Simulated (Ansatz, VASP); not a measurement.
Two plane-wave programs on CdS

Contents of POSCAR:

```
CdS
1.0
    0.0000000000      2.9392148416      2.9392148416
    2.9392148416      0.0000000000      2.9392148416
    2.9392148416      2.9392148416      0.0000000000
Cd S
1 1
Direct
    0.0000000000      0.0000000000      0.0000000000
    0.2500000000      0.2500000000      0.2500000000
```

INCAR.step1

```
SYSTEM = CdS
ALGO = Normal ; EDIFF = 1E-5
ENCUT = 520 ; GGA = PE
ISIF = 2 ; ISMEAR = 0
LASPH = .True. ; LCHARG = .False.
LREAL = .False. ; LWAVE = .True.
NBANDS = 16 ; NELM = 100
PREC = Accurate ; SIGMA = 0.01
```

File INCAR.step2:

```
SYSTEM = CdS
ALGO = Normal ; EDIFF = 1E-7
ENCUT = 520 ; GGA = PE
HFSCREEN = 0.2079 ; ISIF = 2
ISMEAR = 0 ; ISTART = 1
LASPH = .True. ; LCHARG = .False.
LHFCALC = .True. ; LREAL = .False.
LWAVE = .False. ; NBANDS = 16
NELM = 100 ; PREC = Accurate
PRECFOCK = Normal ; SIGMA = 0.01
```

The input KPOINTS:

```
k-points
0
Gamma
  4 4 4
  0 0 0
```

Input for Ansatz:

```yaml
crystal:
  lattice:
    - [0.0, 2.9392148416, 2.9392148416]
    - [2.9392148416, 0.0, 2.9392148416]
    - [2.9392148416, 2.9392148416, 0.0]
  atoms:
    - { symbol: Cd, position: [0.0, 0.0, 0.0] }
    - { symbol: S, position: [0.25, 0.25, 0.25] }
kpoints:
  mp_grid: { grid: [4, 4, 4] }
hamiltonian:
  xc: hse06
scf:
  occupations: { method: fixed }
  n_extra_bands: 4
output:
  forces: true
  stress: true
  eigenvalues: true
```

Alike in both runs: task single point; functional HSE06; k mesh 4 × 4 × 4; no spin polarisation.

|  | VASP | Ansatz |
| --- | --- | --- |
| version | VASP 6.6.1 | Ansatz 0.2.0 |
| potentials or method | VASP PAW PBE potentials, release 64 (Cd, S) | plane waves, PAW |
| plane-wave cutoff (eV) | 520 | 420 |
| occupations | gaussian, width 0.01 eV | fixed |
| valence electrons in the cell | 18 | 26 |

```csv
,VASP,Ansatz,Ansatz less VASP
gap on the k mesh at the Fermi level (eV),2.12,2.12,-0.004
pressure (GPa),0.7,0.4,-0.30
```

VASP's potentials hold 18 valence electrons a cell and Ansatz's 26, so a difference there can come from the potentials and not from the codes. Ansatz's warnings: stress exchange threshold loose, stress scf threshold loose.

The k mesh is coarse, so the values compare programs but aren't converged.
